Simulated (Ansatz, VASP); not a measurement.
**NiO2: VASP beside Ansatz**

```
Ni O
1.0
     0.00000    3.93045    3.93045
     3.93045    0.00000    3.93045
     3.93045    3.93045    0.00000
Ni O
4 8
Direct
  0.62500 0.62500 0.62500
  0.62500 0.62500 0.12500
  0.62500 0.12500 0.62500
  0.12500 0.62500 0.62500
  0.41748 0.86084 0.86084
  0.86084 0.86084 0.86084
  0.83252 0.38916 0.38916
  0.38916 0.38916 0.83252
  0.38916 0.38916 0.38916
  0.38916 0.83252 0.38916
  0.86084 0.86084 0.41748
  0.86084 0.41748 0.86084
```

Alike in both runs: task single point; functional PBEsol; k mesh 6 × 6 × 6; occupations gaussian, width 0.05 eV; no spin polarisation.

|  | VASP | Ansatz |
| --- | --- | --- |
| version | VASP 6.6.1 | Ansatz 0.2.0 |
| potentials or method | VASP PAW PBE potentials, release 64 (Ni, O), cutoff 520 eV | scalar-relativistic, plane waves, PAW |
| valence electrons in the cell | 88 | 120 |

VASP gave:

* gap on the k mesh at the Fermi level (eV): 1.13
* least direct gap on the mesh (eV): 1.20
* pressure (GPa): 0.6
* rms of the force components (eV/Å): 0.033

Estimate Ansatz's values.

gap on the k mesh at the Fermi level (eV): 1.16; least direct gap on the mesh (eV): 1.25; pressure (GPa): 0.0; rms of the force components (eV/Å): 0.001.

VASP's potentials were made for PBE, not for PBEsol. Atom by atom the forces differ by 0.032 eV/Å (rms over components). The functional is the same, so the differences come from potentials, cutoffs and numerics. VASP's potentials hold 88 valence electrons a cell and Ansatz's 120, so a difference there can come from the potentials and not from the codes.
